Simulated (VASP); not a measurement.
Dy2BiP3: relaxation of cell and atoms with PBE

Crystal: Dy2BiP3.

```xyz
6
Lattice="9.2687 0.0000 0.0000 -4.6344 8.0270 0.0000 0.0000 0.0000 2.8680" Properties=species:S:1:pos:R:3 pbc="T T T"
Dy    0.0000    5.3513    1.4340
Dy    4.6344    2.6757    1.4340
Bi    0.0000    0.0000    0.0000
P     4.6344    0.0000    1.4340
P    -2.3172    4.0135    1.4340
P     2.3172    4.0135    1.4340
```

The cell was generated, and may not be a known phase.

```json
{
 "Program": "VASP 6.6.1",
 "Task": "relaxation of cell and atoms",
 "Functional": "PBE",
 "Potentials or basis": "VASP PAW PBE potentials, release 64 (Dy_3, Bi_d, P), 4f in core",
 "Cutoff": "500 eV",
 "k mesh": "6 × 6 × 14",
 "Occupations": "gaussian, width 0.1 eV",
 "Spin": "no spin polarisation",
 "Dipole correction": "no",
 "Further INCAR settings": "ALGO = Normal; EDIFF = 1e-07; IBRION = 2; EDIFFG = -0.01; NSW = 100; ISIF = 3"
}
```

| Quantity | Value |
| --- | --- |
| Relaxed volume | 35.59 Å³/atom |
| Relaxed cell | a = 9.277 Å, b = 9.277 Å, c = 2.865 Å, α = 90.00°, β = 90.00°, γ = 120.00° |
| Space group after relaxing (to 0.1 Å) | P6/mmm (No. 191) |
| Energy gained by relaxing | 0.0 meV/atom |
| Ionic steps | 2 |
| Pressure after relaxing | 0.0 GPa |
| Band gap on the k mesh | zero (bands 24 and 25 overlap by 1.12 eV) |

Step by step:
| step | energy change (eV) | largest force (eV/Å) | pressure (GPa) | volume (Å³) |
| --- | --- | --- | --- | --- |
| 1 | 0.0000 | 0.0000 | 0.02 | 213.38 |
| 2 | -0.0001 | 0.0000 | -0.02 | 213.54 |

Final structure:
```
Dy Bi P
1.0
     9.27656    0.00000    0.00000
    -4.63828    8.03374    0.00000
     0.00000    0.00000    2.86529
Dy Bi P
2 1 3
Cartesian
  0.0000 5.3558 1.4326
  4.6383 2.6779 1.4326
  0.0000 0.0000 2.8653
  4.6383 0.0000 1.4326
  -2.3191 4.0169 1.4326
  2.3191 4.0169 1.4326
```

Levels at points of the mesh, in eV from the Fermi level:
```tsv
k point	band 21	band 22	band 23	band 24	band 25	band 26	band 27	band 28
(0.00, 0.00, 0.00)	-1.19	-1.05	-0.86	-0.86	-0.85	1.53	1.53	2.84
(0.50, 0.00, 0.00)	-1.58	-1.45	-1.00	-0.95	-0.91	1.85	2.96	3.28
(0.00, 0.00, 0.50)	-0.72	-0.72	-0.31	-0.31	0.39	0.39	0.90	1.67
(0.50, 0.00, 0.50)	-0.93	-0.59	-0.26	0.14	0.24	0.26	0.69	0.73
```

Run time: 4.2 min on 1 thread of Intel(R) Xeon(R) 6975P-C (Granite Rapids), on a shared host, peak memory 0.56 GiB.

Caveat: spin-orbit coupling is left out, which moves the levels of the heavy elements; the 4f electrons are frozen in the core, so they carry no moment and show no levels. Spin polarisation is off, so any magnetic state and its effect on volume and gap are missing.
